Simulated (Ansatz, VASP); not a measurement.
ScW3 in VASP and in Ansatz

```
Sc W
1.0
     0.00000    3.22915    3.22915
     3.22915    0.00000    3.22915
     3.22915    3.22915    0.00000
Sc W
1 3
Cartesian
  0.0000 0.0000 0.0000
  1.6146 1.6146 1.6146
  4.8437 4.8437 4.8437
  3.2291 3.2291 3.2291
```

Change from the starting cell: species swapped into the ZnCo3 type (Fm-3m, No. 225).

Alike in both runs: functional PBE; k mesh 6 × 6 × 6; occupations gaussian, width 0.1 eV; no spin polarisation.

Ansatz relaxed the structure, and its values are those at the end. VASP's run is a single point on that final structure, the one shown.

|  | VASP | Ansatz |
| --- | --- | --- |
| version | VASP 6.6.1 | Ansatz 0.2.0 |
| potentials or method | VASP PAW PBE potentials, release 64 (Sc_sv, W_sv), cutoff 520 eV | scalar-relativistic, plane waves, PAW |
| valence electrons in the cell | 53 | 53 |

VASP gave:

```
gap on the k mesh at the Fermi level (eV) : none
pressure (GPa)                            : 0.4
```

Which values does Ansatz return?

gap on the k mesh at the Fermi level (eV): none; pressure (GPa): 0.0.

A gap of «none» marks a metal or a gap that the smearing closes. With one functional, cell and mesh, what is left measures potentials, basis and numerics.

Neither program's run includes spin-orbit coupling.
